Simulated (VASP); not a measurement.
From an Ansatz input to VASP: HfO$_{2}$ (strained fluorite)

Ansatz input

```yaml
crystal:
  lattice:
    - [0.076275825, 2.5548744979, 2.5548744979]
    - [2.5548744979, 0.076275825, 2.5548744979]
    - [2.5548744979, 2.5548744979, 0.076275825]
  atoms:
    - { symbol: Hf, position: [0.0, 0.0, 0.0] }
    - { symbol: O, position: [0.2480547567, 0.2480547567, 0.2480547567] }
    - { symbol: O, position: [0.7519452433, 0.7519452433, 0.7519452433] }
kpoints:
  mp_grid: { grid: [8, 8, 8] }
  band_path:
    path:
      - [0.0, 0.0, 0.0]
      - [0.5, 0.0, 0.5]
      - [0.625, 0.25, 0.625]
      - [0.375, 0.375, 0.75]
      - [0.5, 0.5, 0.5]
      - [0.5, 0.25, 0.75]
      - [0.0, 0.5, 0.5]
    npoints: 1
hamiltonian:
  xc: pbe
scf:
  occupations: { method: fermi_dirac, width: 0.02 }
  n_extra_bands: 4
output:
  forces: true
  stress: true
  eigenvalues: true
```

Question: Write VASP inputs for this cell and level of theory.

Answer: 

INCAR

```
EDIFF = 1E-7
NSW = 0
NBANDS = 18
LASPH = .TRUE.
ISIF = 2
LREAL = .FALSE.
LCHARG = .FALSE.
PREC = Accurate
GGA = PE
IBRION = -1
ENCUT = 520
ISMEAR = -1
SIGMA = 0.02
NELM = 120
LWAVE = .FALSE.
```

KPOINTS

```
KPOINTS created by Atomic Simulation Environment
0
Gamma
8 8 8
0 0 0
```

KPOINTS_OPT

```
special points
7
Reciprocal
0.0000000000 0.0000000000 0.0000000000 1
0.5000000000 0.0000000000 0.5000000000 1
0.6250000000 0.2500000000 0.6250000000 1
0.3750000000 0.3750000000 0.7500000000 1
0.5000000000 0.5000000000 0.5000000000 1
0.5000000000 0.2500000000 0.7500000000 1
0.0000000000 0.5000000000 0.5000000000 1
```

POSCAR

```
Hf O
 1.0000000000000000
     0.0762758250000000    2.5548744979000002    2.5548744979000002
     2.5548744979000002    0.0762758250000000    2.5548744979000002
     2.5548744979000002    2.5548744979000002    0.0762758250000000
 Hf  O
   1   2
Cartesian
 -0.0000000000000000 -0.0000000000000000 -0.0000000000000000
  1.2864181250828457  1.2864181250828457  1.2864181250828457
  3.8996066957171540  3.8996066957171540  3.8996066957171536
```

VASP ran with the recommended PBE PAW datasets (22 valence electrons in the cell). Other inputs would serve too.

Datasets and cutoffs are each program's own. VASP's cell holds 22 valence electrons and Ansatz's 38. Ansatz's stress includes a Pulay correction; VASP's doesn't.

VASP's potentials hold 22 valence electrons a cell and Ansatz's 38, so a difference between the two programs can come from the potentials and not from the codes.
